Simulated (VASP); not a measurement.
Wanted: the native input for a VASP 6.6.1 run.

| Quantity | Value |
| --- | --- |
| Task | single point |
| Functional | PBEsol |
| Potentials or basis | VASP PAW PBE potentials, release 64 (Zn, Se) |
| Cutoff | 520 eV |
| k mesh | 11 × 11 × 11 |
| Occupations | fermi-dirac, width 0.08 eV |
| Spin | no spin polarisation |
| Dipole correction | no |
| Further INCAR settings | ALGO = Normal; EDIFF = 1e-06; NBANDS = 16 |

The structure of ZnSe (zincblende type) lies in POSCAR:

```
ZnSe
1.0
    0.0000000000      2.8168197734      2.8168197734
    2.8168197734      0.0000000000      2.8168197734
    2.8168197734      2.8168197734      0.0000000000
Zn Se
1 1
Direct
    0.0000000000      0.0000000000      0.0000000000
    0.2500000000      0.2500000000      0.2500000000
```

The input as run:

INCAR

```
ALGO = Normal
EDIFF = 1E-6
ENCUT = 520
GGA = PS
ISIF = 2
ISMEAR = -1
LASPH = T
LCHARG = F
LREAL = F
LWAVE = F
NBANDS = 16
NELM = 80
PREC = Accurate
SIGMA = 0.08
```

KPOINTS

```
k-points
0
Gamma
  11 11 11
```

Potentials or basis: VASP PAW PBE potentials, release 64 (Zn, Se).

Run with:

```bash
$ cat potpaw_PBE.64/Zn/POTCAR potpaw_PBE.64/Se/POTCAR > POTCAR
$ mpirun -np 1 vasp_std > vasp.out
```

Results of the run:

```yaml
Pressure: 0.3 GPa
Band_gap_on_the_k_mesh: 1.24 eV, direct
```

Caveat: the PAW data sets were made with another functional, which shifts forces and pressure a little.

Wall time 17 s on 1 thread of Intel(R) Xeon(R) 6975P-C (Granite Rapids), on a shared host, peak memory 0.19 GiB.
